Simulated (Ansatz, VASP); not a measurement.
# One calculation of KBr, two programs

```
K Br
1.0
     4.05260    0.00000    0.00000
     0.00000    3.97587    0.00000
     0.00000    0.00000    3.97587
K Br
1 1
Direct
  0.00000 0.00000 0.00000
  0.50000 0.50000 0.50000
```

Change from the starting cell: uniaxial_x strain +1.9%.

Alike in both runs: task single point; functional PBE; k mesh 6 × 6 × 6; occupations fermi-dirac, width 0.02 eV; no spin polarisation.

```csv
,VASP,Ansatz
version,VASP 6.6.1,Ansatz 0.2.0
potentials or method,"VASP PAW PBE potentials, release 64 (K_sv, Br)","plane waves, PAW"
plane-wave cutoff (eV),520,420
valence electrons in the cell,16,16
```

```csv
,VASP,Ansatz,Ansatz less VASP
gap on the k mesh at the Fermi level (eV),3.93,3.93,+0.001
pressure (GPa),0.5,0.5,-0.05
"traceless stress, the component that is largest in VASP (GPa)",-0.47,-0.47,-0.001
```

The functional is the same, so the differences come from potentials, cutoffs and numerics.
